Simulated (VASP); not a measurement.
Write the native input for VASP 6.6.1 that does the following.

* Task: single point
* Functional: PBEsol
* Potentials or basis: VASP PAW PBE potentials, release 64 (C)
* Cutoff: 520 eV
* k mesh: 13 × 13 × 13
* Occupations: fermi-dirac, width 0.05 eV
* Spin: no spin polarisation
* Dipole correction: no
* Further INCAR settings: ALGO = Normal; EDIFF = 1e-06; NBANDS = 11

The structure of C lies in POSCAR:

```
C
1.0
    0.0000000000      1.7527295137      1.7527295137
    1.7527295137      0.0000000000      1.7527295137
    1.7527295137      1.7527295137      0.0000000000
C
2
Direct
    0.7500000000      0.7500000000      0.7500000000
    0.5000000000      0.5000000000      0.5000000000
```

One way to write it, as run:

INCAR

```
ALGO     = Normal         # electronic algorithm
EDIFF    = 1E-6           # SCF threshold, eV
ENCUT    = 520            # plane-wave cutoff, eV
GGA      = PS             # functional
ISIF     = 2              # what is computed and relaxed
ISMEAR   = -1             # smearing method
LASPH    = True           # aspherical terms in the spheres
LCHARG   = False          # write CHGCAR
LREAL    = False          # projectors in reciprocal space
LWAVE    = False          # write WAVECAR
NBANDS   = 11             # bands
NELM     = 60             # most SCF steps
PREC     = Accurate       # precision mode
SIGMA    = 0.05           # smearing width, eV
```

KPOINTS

```
k-points
0
Gamma
  13 13 13
```

Potentials or basis: VASP PAW PBE potentials, release 64 (C).

Run with:

```sh
$ cat potpaw_PBE.64/C/POTCAR > POTCAR
$ mpirun -np 1 vasp_std > vasp.out
```

It gave:

```yaml
Pressure: 21.2 GPa
Band_gap_on_the_k_mesh: 4.13 eV, indirect (least direct gap 5.68 eV)
```

Caveat: the PAW data sets were made with another functional, which shifts forces and pressure a little.

It took 14 s on 1 thread of AMD EPYC 7R43 64-Core Processor (Zen 3), on a shared host, peak memory 0.08 GiB.
